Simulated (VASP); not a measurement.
Ti:

```
Ti
1.0
     2.95000    0.00000    0.00000
    -1.47500    2.55477    0.00000
     0.00000    0.00000    4.68460
Ti
2
Direct
  0.33333 0.66667 0.75000
  0.66667 0.33333 0.25000
```

```yaml
Program: VASP 6.6.1
Task: relaxation of cell and atoms
Functional: LDA
Potentials_or_basis: VASP PAW LDA potentials, release 64 (Ti_sv)
Cutoff: 500 eV
k_mesh: 16 × 16 × 10
Occupations: gaussian, width 0.05 eV
Spin: no spin polarisation
```

At the start: pressure -10.1 GPa; volume 17.65 Å³/atom.

How do energy, volume and symmetry change on relaxing?

Over 6 steps the energy falls by 53.4 meV/atom and the volume is 16.07 Å³/atom (-8.9 %); space group P6_3/mmc (No. 194, to 0.1 Å) before and after.

The path:
| step | energy change (eV) | largest force (eV/Å) | pressure (GPa) | volume (Å³) |
| --- | --- | --- | --- | --- |
| 1 | 0.0000 | 0.0000 | -10.07 | 35.31 |
| 2 | -0.0399 | 0.0000 | 10.13 | 29.94 |
| 3 | -0.1067 | 0.0000 | -0.12 | 32.17 |
| 4 | -0.1067 | 0.0000 | 0.13 | 32.11 |
| 5 | -0.1067 | 0.0000 | -0.09 | 32.17 |
| 6 | -0.1067 | 0.0000 | -0.01 | 32.15 |

Final structure:
```yaml
crystal:
  lattice:
    - [2.86138, 0.00000, 0.00000]
    - [-1.43069, 2.47803, 0.00000]
    - [0.00000, 0.00000, 4.53363]
  atoms:
    - { symbol: Ti, position: [0.33333, 0.66667, 0.75000] }
    - { symbol: Ti, position: [0.66667, 0.33333, 0.25000] }
```
